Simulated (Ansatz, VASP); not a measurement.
## Two plane-wave programs on MnC6

The input INCAR:

```
SYSTEM = MnC6
  PREC = Accurate
  ENCUT = 520
  EDIFF = 1E-6
  ISMEAR = 0
  SIGMA = 0.2
  LREAL = .False.
  LASPH = .True.
  NELM = 150
  ALGO = Normal
  ISIF = 2
  LWAVE = .False.
  LCHARG = .False.
  ISPIN = 2
  MAGMOM = 3.28 0 0 0 0 0 0
  LORBIT = 11
  LMAXMIX = 4
  GGA = PE
  NBANDS = 32
```

File KPOINTS:

```
regular mesh
0
Gamma
  6 6 6
  0 0 0
```

Contents of POSCAR:

```
MnC6
1.0
    0.0000000000      0.0000000000      3.6284304857
    4.3521798554      0.0000000000      0.0000000000
   -2.1760899277      3.7690983167      0.0000000000
Mn C
1 6
Direct
    0.0000000000      0.0000000000      0.0000000000
    0.5000000000      0.3343049923      0.0000000000
    0.5000000000      0.6656950077      0.0000000000
    0.5000000000      1.0000000000      0.3343049923
    0.5000000000      1.0000000000      0.6656950077
    0.5000000000      0.6656950077      0.6656950077
    0.5000000000      0.3343049923      0.3343049923
```

Input for Ansatz:

```yaml
crystal:
  lattice:
    - [0.0, 0.0, 3.6284304857]
    - [4.3521798554, 0.0, 0.0]
    - [-2.1760899277, 3.7690983167, 0.0]
  atoms:
    - { symbol: Mn, position: [0.0, 0.0, 0.0], spin: 3.28 }
    - { symbol: C, position: [0.5, 0.3343049923, 0.0] }
    - { symbol: C, position: [0.5, 0.6656950077, 0.0] }
    - { symbol: C, position: [0.5, 1.0, 0.3343049923] }
    - { symbol: C, position: [0.5, 1.0, 0.6656950077] }
    - { symbol: C, position: [0.5, 0.6656950077, 0.6656950077] }
    - { symbol: C, position: [0.5, 0.3343049923, 0.3343049923] }
basis:
  ecutwfc: 420
kpoints:
  mp_grid: { grid: [6, 6, 6] }
hamiltonian:
  xc: pbe
scf:
  occupations: { method: gaussian, width: 0.2 }
  lower_state_search: "off"
output:
  forces: true
  stress: true
  eigenvalues: true
  populations: true
magnetization:
  spin_polarized: true
```

Alike in both runs: task single point; functional PBE; k mesh 6 × 6 × 6; occupations gaussian, width 0.2 eV; collinear spin.

|  | VASP | Ansatz |
| --- | --- | --- |
| version | VASP 6.6.1 | Ansatz 0.2.0 |
| potentials or method | VASP PAW PBE potentials, release 64 (Mn_pv, C), cutoff 520 eV | scalar-relativistic, plane waves, PAW |
| valence electrons in the cell | 37 | 39 |

VASP gave:

| Property | Result |
| --- | --- |
| gap on the k mesh at the Fermi level (eV) | none |
| pressure (GPa) | 0.7 |
| traceless stress, the component that is largest in VASP (GPa) | -0.29 |
| rms of the force components (eV/Å) | 0.010 |
| net moment per atom (μB) | 0.43 |
| size of the moment on the site where the two differ most (μB) | 3.13 |

Question: Estimate Ansatz's values.

Answer: gap on the k mesh at the Fermi level (eV): none; pressure (GPa): 0.1; traceless stress, the component that is largest in VASP (GPa): -0.02; rms of the force components (eV/Å): 0.001; net moment per atom (μB): 0.43; size of the moment on the site where the two differ most (μB): 2.99.

Site moments also hang on the region over which each program counts them. Atom by atom the forces differ by 0.009 eV/Å (rms over components). A gap of «none» marks a metal or a gap that the smearing closes. VASP's potentials hold 37 valence electrons a cell and Ansatz's 39, so a difference there can come from the potentials and not from the codes.
